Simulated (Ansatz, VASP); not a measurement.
# Two plane-wave programs on Ru

```xyz
2
Lattice="0.0000 2.7691 2.7691 2.7691 0.0000 2.7691 2.7691 2.7691 0.0000" Properties=species:S:1:pos:R:3 pbc="T T T"
Ru    0.6923    0.6923    0.6923
Ru    4.8459    4.8459    4.8459
```

Alike in both runs: task single point; functional BLYP; k mesh 11 × 11 × 11; occupations fermi-dirac, width 0.1 eV; no spin polarisation.

```csv
,VASP,Ansatz
version,VASP 6.6.1,Ansatz 0.2.0
potentials or method,"VASP PAW PBE potentials, release 64 (Ru_pv), cutoff 520 eV","plane waves (420 eV) with PAW, scalar-relativistic"
valence electrons in the cell,28,32
```

```csv
,VASP,Ansatz,Ansatz less VASP
pressure (GPa),0.6,0.0,-0.55
```

VASP's potentials were made for PBE, not for BLYP. VASP's potentials hold 28 valence electrons a cell and Ansatz's 32, so a difference there can come from the potentials and not from the codes.
